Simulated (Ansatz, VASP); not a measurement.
# Two plane-wave programs on Ga2Te3O

```xyz
6
Lattice="5.9380 0.0000 0.0000 -2.9690 5.1425 0.0000 0.0000 0.0000 5.8403" Properties=species:S:1:pos:R:3 pbc="T T T"
Ga    2.9690    1.7142    2.8714
Ga    0.0000    3.4283    2.8714
Te   -1.4845    2.5712    0.2564
Te    2.9690    0.0000    0.2564
Te    1.4845    2.5712    0.2564
O     0.0000    0.0000    0.3211
```

Change from the starting cell: species swapped into the NaSn2Pd3 type (P6mm, No. 183).

Alike in both runs: task relaxation of cell and atoms; functional PBE; k mesh 6 × 6 × 6; occupations gaussian, width 0.1 eV; no spin polarisation.

|  | VASP | Ansatz |
| --- | --- | --- |
| version | VASP 6.6.1 | Ansatz 0.2.0 |
| potentials or method | VASP PAW PBE potentials, release 64 (Ga_d, Te, O), cutoff 600 eV | scalar-relativistic, plane waves, PAW |
| valence electrons in the cell | 50 | 80 |

Ansatz gave:

| Property | Result |
| --- | --- |
| gap on the k mesh at the Fermi level, each at its own relaxed structure (eV) | none |
| relaxed volume (Å³/atom) | 30.78 |
| relaxed cell length with the largest relative difference (Å) | 5.889 |

Question: Which values does VASP return?

Answer: gap on the k mesh at the Fermi level, each at its own relaxed structure (eV): none; relaxed volume (Å³/atom): 30.73; relaxed cell length with the largest relative difference (Å): 5.884.

A gap of «none» marks a metal or a gap that the smearing closes. VASP's potentials hold 50 valence electrons a cell and Ansatz's 80, so a difference there can come from the potentials and not from the codes.

Neither program's run includes spin-orbit coupling.
